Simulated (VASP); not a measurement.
# TiS2 (P-3m1) in VASP: relaxation of cell and atoms with PBE+D3(BJ)

Aim: the relaxation of cell and atoms of TiS2 with PBE+D3(BJ).

Everything below comes from runs of VASP 6.6.1. Logs are shortened: lines on timing, memory, paths and dates and some standing lists are left out, and cuts for length are marked.

### 1 The cell of the first run

It takes space group P-3m1 (No. 164, trigonal). The conventional cell has a = 3.359 Å, b = 3.359 Å, c = 5.515 Å, α = 90.00°, β = 90.00°, γ = 120.00°. Within 3.2 Å of Ti (site symmetry -3m) lie 6 S at 2.41 Å. Within 3.5 Å of S (site symmetry 3m) lie 3 Ti at 2.41 Å and 12 S at 3.29 to 3.45 Å.

### 2 Relaxation of cell and atoms, PBE+D3(BJ)

The input, INCAR:

```
PREC     = Accurate       # precision mode
ENCUT    = 500            # plane-wave cutoff, eV
EDIFF    = 1E-7           # SCF threshold, eV
ISMEAR   = 0              # smearing method
SIGMA    = 0.1            # smearing width, eV
LREAL    = F              # projectors in reciprocal space
LASPH    = T              # aspherical terms in the spheres
NELM     = 120            # most SCF steps
ALGO     = Normal         # electronic algorithm
ISIF     = 3              # what is computed and relaxed
LWAVE    = F              # write WAVECAR
LCHARG   = F              # write CHGCAR
GGA      = PE             # functional
IVDW     = 12             # dispersion correction
IBRION   = 2              # ionic algorithm
NSW      = 100            # ionic steps
EDIFFG   = -0.005         # ionic threshold
GGA_COMPAT= F            
NELMIN   = 4
```

The input, KPOINTS:

```
regular mesh
0
Gamma
  12 12 2
```

The input, POSCAR:

```
TiS2
1.0
    3.3590627870      0.0000000000      0.0000000000
   -1.6795313935      2.9090337065      0.0000000000
    0.0000000000      0.0000000000     16.5442886415
Ti S
3 6
Direct
    0.3333333333      0.6666666667      0.5000020644
    0.3333333333      0.6666666667      0.8333640246
    0.3333333333      0.6666666667      0.1666339566
    0.6666666667      0.3333333333      0.5863697042
    0.6666666667      0.3333333333      0.9197272606
    0.6666666667      0.3333333333      0.2530015812
    0.0000000000      0.0000000000      0.7469960550
    0.0000000000      0.0000000000      0.0802707430
    0.0000000000      0.0000000000      0.4136346003
```

Potentials or basis: VASP PAW PBE potentials, release 64 (Ti_sv, S).

Launch:

```console
> cat potpaw_PBE.64/Ti_sv/POTCAR potpaw_PBE.64/S/POTCAR > POTCAR
> mpirun -np 1 vasp_std > vasp.out
```

OUTCAR:

```text
PREC = Accurate
   ENCUT = 500
   EDIFF = 1E-7
   ISMEAR = 0
   LREAL = F
   LASPH = T
   NELM = 120
   ISIF = 3
   GGA = PE
   IVDW = 12
   IBRION = 2
   NSW = 100
   EDIFFG = -0.005
   NELMIN = 4
 IVDW          = 12

 ion  position               nearest neighbor table
   1  0.333  0.667  0.500-   9 2.41   9 2.41   9 2.41   4 2.41   4 2.41   4 2.41
   2  0.333  0.667  0.833-   5 2.41   5 2.41   5 2.41   7 2.41   7 2.41   7 2.41
   3  0.333  0.667  0.167-   8 2.41   8 2.41   8 2.41   6 2.41   6 2.41   6 2.41
   4  0.667  0.333  0.586-   1 2.41   1 2.41   1 2.41
   5  0.667  0.333  0.920-   2 2.41   2 2.41   2 2.41
   6  0.667  0.333  0.253-   3 2.41   3 2.41   3 2.41
   7  0.000  0.000  0.747-   2 2.41   2 2.41   2 2.41
   8  0.000  0.000  0.080-   3 2.41   3 2.41   3 2.41
   9  0.000  0.000  0.414-   1 2.41   1 2.41   1 2.41

  LATTYP: Found a hexagonal cell.
 ALAT       =     3.3590627870
 C/A-ratio  =     4.9252692464

  Lattice vectors:

 A1 = (   3.3590627870,   0.0000000000,   0.0000000000)
 A2 = (  -1.6795313935,   2.9090337065,   0.0000000000)
 A3 = (   0.0000000000,   0.0000000000,  16.5442886415)

Analysis of symmetry for initial positions (statically):
=====================================================================
 Subroutine PRICEL returns:
 Original cell was already a primitive cell.

 Routine SETGRP: Setting up the symmetry group for a
 hexagonal supercell.

 Subroutine GETGRP returns: Found 12 space group operations
 (whereof  6 operations were pure point group operations)
 out of a pool of 24 trial point group operations.

The static configuration has the point symmetry C_3v.
 The point group associated with its full space group is D_3d.

Analysis of symmetry for dynamics (positions and initial velocities):
=====================================================================
 Subroutine PRICEL returns:
 Original cell was already a primitive cell.

 Routine SETGRP: Setting up the symmetry group for a
 hexagonal supercell.

 Subroutine GETGRP returns: Found 12 space group operations
 (whereof  6 operations were pure point group operations)
 out of a pool of 24 trial point group operations.

The dynamic configuration has the point symmetry C_3v.
 The point group associated with its full space group is D_3d.

 Subroutine INISYM returns: Found 12 space group operations
 (whereof  6 operations are pure point group operations),
 and found     1 'primitive' translations

----------------------------------------------------------------------------------------

                                     Primitive cell

  volume of cell :     161.6646

  direct lattice vectors                    reciprocal lattice vectors
     3.359062787  0.000000000  0.000000000     0.297702086  0.171878380  0.000000000
    -1.679531394  2.909033706  0.000000000     0.000000000  0.343756759  0.000000000
     0.000000000  0.000000000 16.544288641     0.000000000  0.000000000  0.060443820

  length of vectors
     3.359062787  3.359062787 16.544288641     0.343756759  0.343756759  0.060443820

  position of ions in fractional coordinates (direct lattice)
     0.333333333  0.666666667  0.500002064
     0.333333333  0.666666667  0.833364025
     0.333333333  0.666666667  0.166633957
     0.666666667  0.333333333  0.586369704
     0.666666667  0.333333333  0.919727261
     0.666666667  0.333333333  0.253001581
     0.000000000  0.000000000  0.746996055
     0.000000000  0.000000000  0.080270743
     0.000000000  0.000000000  0.413634600

  ion indices of the primitive-cell ions
   primitive index   ion index
                 1           1
                 2           2
                 3           3
                 4           4
                 5           5
                 6           6
                 7           7
                 8           8
                 9           9

----------------------------------------------------------------------------------------

 KPOINTS: regular mesh

Automatic generation of k-mesh.
 Grid dimensions read from file:
 generate k-points for:   12   12    2

 Generating k-lattice:

  Cartesian coordinates                     Fractional coordinates (reciprocal lattice)
     0.024808507  0.014323198  0.000000000     0.083333333 -0.000000000  0.000000000
     0.000000000  0.028646397  0.000000000     0.000000000  0.083333333  0.000000000
     0.000000000  0.000000000  0.030221910     0.000000000  0.000000000  0.500000000

  Length of vectors
     0.028646397  0.028646397  0.030221910

  Shift w.r.t. Gamma in fractional coordinates (k-lattice)
     0.000000000  0.000000000  0.000000000

 Subroutine IBZKPT returns following result:
 ===========================================

 Found     38 irreducible k-points:

 Following reciprocal coordinates:
            Coordinates               Weight
  0.000000  0.000000  0.000000      1.000000
  0.083333  0.000000  0.000000      6.000000
  0.166667  0.000000  0.000000      6.000000
  0.250000  0.000000  0.000000      6.000000
  0.333333  0.000000  0.000000      6.000000
  0.416667  0.000000  0.000000      6.000000
[... 16 lines left out ...]
  0.250000  0.000000  0.500000      6.000000
  0.333333  0.000000  0.500000      6.000000
 [... further k-points ...]
   k-points           NKPTS =     38   k-points in BZ     NKDIM =     38   number of bands    NBANDS=     43
   number of dos      NEDOS =    301   number of ions     NIONS =      9
   total plane-waves  NPLWV =  72576
   dimension x,y,z NGX =    24 NGY =   24 NGZ =  126
   dimension x,y,z NGXF=    48 NGYF=   48 NGZF=  252
   ions per type =               3   6
   NGX,Y,Z   is equivalent  to a cutoff of  11.88, 11.88, 12.66 a.u.
   NGXF,Y,Z  is equivalent  to a cutoff of  23.76, 23.76, 25.32 a.u.
 SYSTEM =  unknown system
   PREC   = accura    normal or accurate (medium, high low for compatibility)
   ISTART =      0    job   : 0-new  1-cont  2-samecut
   ICHARG =      2    charge: 1-file 2-atom 10-const
   ISPIN  =      1    spin polarized calculation?
   LNONCOLLINEAR =      F non collinear calculations
   LSORBIT =      F    spin-orbit coupling
   LASPH  =      T    aspherical Exc in radial PAW
   ENCUT  =  500.0 eV  36.75 Ry    6.06 a.u.   6.12  6.12 30.16*2*pi/ulx,y,z
   NELM   =    120;   NELMIN=  4; NELMDL= -5     # of ELM steps
   EDIFF  = 0.1E-06   stopping-criterion for ELM
   LREAL  =      F    real-space projection
   EDIFFG = -.5E-02   stopping-criterion for IOM
   NSW    =    100    number of steps for IOM
   IBRION =      2    ionic relax: 0-MD 1-quasi-New 2-CG
   NFREE  =      1    steps in history (QN), initial steepest desc. (CG)
   ISIF   =      3    stress and relaxation
   ISYM   =      2    0-nonsym 1-usesym 2-fastsym
   POTIM  = 0.5000    time-step for ionic-motion
   TEBEG  =    0.0;   TEEND  =   0.0 temperature during run
   PSTRESS=    0.0 pullay stress
   NELECT =      72.0000    total number of electrons
   NUPDOWN=      -1.0000    fix difference up-down
   EMIN   =  10.00;   EMAX   =-10.00  energy-range for DOS
   EFERMI =   0.00;   METHOD = LEGACY
   ISMEAR =     0;   SIGMA  =   0.10  broadening in eV -4-tet -1-fermi 0-gaus
   EFERMI_NEDOS =   21; number of points for ismear=-14 and -15
   IALGO  =     38    algorithm
   IMIX   =      4    mixing-type and parameters
     AMIX     =   0.40;   BMIX     =  1.00
     AMIX_MAG =   1.60;   BMIX_MAG =  1.00
  volume/ion in A,a.u.               =      17.96       121.22
  Fermi-wavevector in a.u.,A,eV,Ry     =   1.250203  2.362542 21.266022  1.563009
  Thomas-Fermi vector in A             =   2.384208
   LORBIT       =      0    0 simple, 1 ext, 2 COOP (PROOUT), +10 PAW based schemes
   GGA     = PE    functional components
   LHFCALC =     F    Hartree Fock is set to
   AEXX    =    0.0000 exact exchange contribution
   IVDW    =    12    specifies the selected vdW correction
   LEPSILON=     F    determine dielectric tensor
   LRPA    =     F    only Hartree local field effects (RPA)
 conjugate gradient relaxation of ions
 non-spin polarized calculation
 Gauss-broadening in eV      SIGMA  =   0.10
  energy-cutoff  :      500.00
  volume of cell :      161.66
 maximum number of plane-waves:      4176
   NGX = 13   NGY = 13   NGZ = 61

--------------------------------------- Ionic step        1  -------------------------------------------

 number of electron      72.0000013 magnetization

 Free energy of the ion-electron system (eV)
  ---------------------------------------------------
  ext. energy  EPLUGINS =         0.00000000
  ---------------------------------------------------
  free energy    TOTEN  =       -59.62687385 eV

  energy without entropy =      -59.61981382  energy(sigma->0) =      -59.62334383

------------------------ aborting loop because EDIFF is reached ----------------------------------------

 Edisp (eV)   -3.69577

 E8    (eV) :    -1.4983

  FORCE on cell =-STRESS in cart. coord.  units (eV):
  Direction    XX          YY          ZZ          XY          YZ          ZX
  --------------------------------------------------------------------------------------
  -------------------------------------------------------------------------------------
  Total      -0.09396    -0.09396     0.01426    -0.00000     0.00000     0.00000
  in kB      -0.93119    -0.93119     0.14128    -0.00000     0.00000     0.00000
  external pressure =       -0.57 kB  Pullay stress =        0.00 kB
[... 122 lines left out ...]
  energy  without entropy=      -63.3156184560  energy(sigma->0) =      -63.31915267

--------------------------------------- Ionic step        4  -------------------------------------------

 number of electron      72.0000013 magnetization

 Free energy of the ion-electron system (eV)
  ---------------------------------------------------
  ext. energy  EPLUGINS =         0.00000000
  ---------------------------------------------------
  free energy    TOTEN  =       -59.62387425 eV

  energy without entropy =      -59.61679553  energy(sigma->0) =      -59.62033489

 E-fermi :   6.1795     XC(G=0): -10.4537

 val. band max:        6.1589228431   @ k =   0.4167   0.0000   0.5000
 cond. band min:       6.1890483644   @ k =   0.5000   0.0000   0.0000
 fundamental gap:      0.0301255213
 Fermi energy:         6.1795256795

 k-point     1 :       0.0000    0.0000    0.0000
  band No.  band energies     occupation
      1     -51.3626      2.00000
      2     -51.3597      2.00000
      3     -51.3558      2.00000
      4     -27.5974      2.00000
      5     -27.5944      2.00000
      6     -27.5905      2.00000
[... 1093 lines left out ...]
     42       7.8925      0.00000
     43       7.9726      0.00000

 [... further k-points ...]

------------------------ aborting loop because EDIFF is reached ----------------------------------------

 Edisp (eV)   -3.69883

 E8    (eV) :    -1.4995

  FORCE on cell =-STRESS in cart. coord.  units (eV):
  Direction    XX          YY          ZZ          XY          YZ          ZX
  --------------------------------------------------------------------------------------
  -------------------------------------------------------------------------------------
  Total       0.00620     0.00620    -0.01247     0.00000    -0.00000     0.00000
  in kB       0.06148     0.06148    -0.12373     0.00000    -0.00000     0.00000
  external pressure =       -0.00 kB  Pullay stress =        0.00 kB
[... 24 lines left out ...]
  FREE ENERGIE OF THE ION-ELECTRON SYSTEM (eV)
  ---------------------------------------------------
  free  energy   TOTEN  =       -63.3226998640 eV

  energy  without entropy=      -63.3156211463  energy(sigma->0) =      -63.31916051

 reached required accuracy - stopping structural energy minimisation
```

Wall time 19 min (1 thread of Intel Xeon 8259CL, shared host); peak memory 0.4 GiB.

Results:

```yaml
Free_energy: -63.3227 eV
Relaxed_volume: 17.95 Å³/atom
Relaxed_cell: a = 3.357 Å, b = 3.357 Å, c = 16.552 Å, α = 90.00°, β = 90.00°, γ = 120.00°
Space_group_after_relaxing_to_0.1_Å: P-3m1 (No. 164)
Energy_gained_by_relaxing: 0.0 meV/atom
Ionic_steps: 4
Pressure_after_relaxing: 0.0 GPa
Band_gap_on_the_k_mesh: zero (bands 36 and 37 overlap by 0.31 eV)
Dispersion_energy_per_atom: -0.411 eV
```

Final structure:
```xyz
9
Lattice="3.3569 0.0000 0.0000 -1.6785 2.9072 0.0000 0.0000 0.0000 16.5520" Properties=species:S:1:pos:R:3 pbc="T T T"
Ti    0.0000    1.9381    8.2760
Ti    0.0000    1.9381   13.7937
Ti    0.0000    1.9381    2.7582
S     1.6785    0.9691    9.7060
S     1.6785    0.9691   15.2237
S     1.6785    0.9691    4.1882
S     0.0000    0.0000   12.3638
S     0.0000    0.0000    1.3282
S     0.0000    0.0000    6.8460
```
